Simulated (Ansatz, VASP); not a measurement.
PbSe in VASP and in Ansatz

The input INCAR:

```
ALGO     = Normal         # electronic algorithm
EDIFF    = 1E-6           # SCF threshold, eV
ENCUT    = 520            # plane-wave cutoff, eV
GGA      = PE             # functional
ISIF     = 2              # what is computed and relaxed
ISMEAR   = 0              # smearing method
LASPH    = T              # aspherical terms in the spheres
LCHARG   = T              # write CHGCAR
LELF     = T              # ELF
LREAL    = F              # projectors in reciprocal space
LVHAR    = T            
LWAVE    = F              # write WAVECAR
NBANDS   = 28             # bands
NELM     = 100            # most SCF steps
PREC     = Accurate       # precision mode
SIGMA    = 0.02           # smearing width, eV
```

The input KPOINTS:

```
k-points
0
Gamma
  6 6 6
```

File POSCAR:

```
PbSe
1.0
    0.0000000000     11.9299942859      3.0938125270
    3.1399468755      0.0000000000      3.0938125270
    3.1399468755     11.9299942859      0.0000000000
Pb Se
2 2
Direct
    0.2004075937      0.8069693093      0.1930306907
    0.8069693093      0.2004075937      0.7995924063
    0.6547083620      0.3039157350      0.6960842650
    0.3039157350      0.6547083620      0.3452916380
```

Input for Ansatz:

```yaml
crystal:
  lattice:
    - [0.0, 11.9299942859, 3.093812527]
    - [3.1399468755, 0.0, 3.093812527]
    - [3.1399468755, 11.9299942859, 0.0]
  atoms:
    - { symbol: Pb, position: [0.2004075937, 0.8069693093, 0.1930306907] }
    - { symbol: Pb, position: [0.8069693093, 0.2004075937, 0.7995924063] }
    - { symbol: Se, position: [0.654708362, 0.303915735, 0.696084265] }
    - { symbol: Se, position: [0.303915735, 0.654708362, 0.345291638] }
basis:
  ecutwfc: 420
kpoints:
  mp_grid: { grid: [6, 6, 6] }
hamiltonian:
  xc: pbe
scf:
  occupations: { method: gaussian, width: 0.02 }
output:
  forces: true
  stress: true
  eigenvalues: true
```

Alike in both runs: task single point; functional PBE; k mesh 6 × 6 × 6; occupations gaussian, width 0.02 eV; no spin polarisation.

|  | VASP | Ansatz |
| --- | --- | --- |
| version | VASP 6.6.1 | Ansatz 0.2.0 |
| potentials or method | VASP PAW PBE potentials, release 64 (Pb_d, Se), cutoff 520 eV | scalar-relativistic, plane waves, PAW |
| valence electrons in the cell | 40 | 60 |

Ansatz gave:

```
gap on the k mesh at the Fermi level (eV)                     : 1.39
least direct gap on the mesh (eV)                             : 1.39
pressure (GPa)                                                : -1.1
traceless stress, the component that is largest in VASP (GPa) : 0.87
rms of the force components (eV/Å)                            : 0.289
```

Task: Which values does VASP return?

Result: gap on the k mesh at the Fermi level (eV): 1.39; least direct gap on the mesh (eV): 1.39; pressure (GPa): -1.1; traceless stress, the component that is largest in VASP (GPa): 0.87; rms of the force components (eV/Å): 0.287.

Atom by atom the forces differ by 0.003 eV/Å (rms over components). VASP's potentials hold 40 valence electrons a cell and Ansatz's 60, so a difference there can come from the potentials and not from the codes.

Spin-orbit coupling is off throughout.
